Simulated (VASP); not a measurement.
LiCd, 4 atoms in the cell. It takes space group Fd-3m (No. 227, cubic). Conventional cell: a = 6.709 Å, b = 6.709 Å, c = 6.709 Å, α = 90.00°, β = 90.00°, γ = 90.00°. Within 3.8 Å of Li (site symmetry -43m) lie 4 Li at 2.91 Å and 10 Cd at 2.91 to 3.35 Å. Cd (site symmetry -43m) has 10 Li at 2.91 to 3.35 Å and 4 Cd at 2.91 Å within 3.8 Å. 

```yaml
Program: VASP 6.6.1
Task: single point
Functional: r2SCAN
Potentials_or_basis: VASP PAW PBE potentials, release 64 (Li_sv, Cd)
Cutoff: 520 eV
k_mesh: 6 × 6 × 6
Occupations: fermi-dirac, width 0.1 eV
Spin: no spin polarisation
Dipole_correction: no
Further_INCAR_settings: ALGO = Normal; EDIFF = 1e-06; NBANDS = 23
```

Potentials or basis: VASP PAW PBE potentials, release 64 (Li_sv, Cd).

Launch:

```console
$ cat potpaw_PBE.64/Li_sv/POTCAR potpaw_PBE.64/Cd/POTCAR > POTCAR
$ cp INCAR.step1 INCAR
$ mpirun -np 1 vasp_std > vasp.out
$ cp INCAR.step2 INCAR
$ mpirun -np 1 vasp_std > vasp.out
```

Hardware: 1 thread of Intel(R) Xeon(R) 6975P-C (Granite Rapids), with other jobs on the host.

Question: How long does it take, and how much memory?

Answer: Run time: 71 s on 1 thread of Intel(R) Xeon(R) 6975P-C (Granite Rapids), on a shared host, peak memory 0.22 GiB. Counts: k points 16.
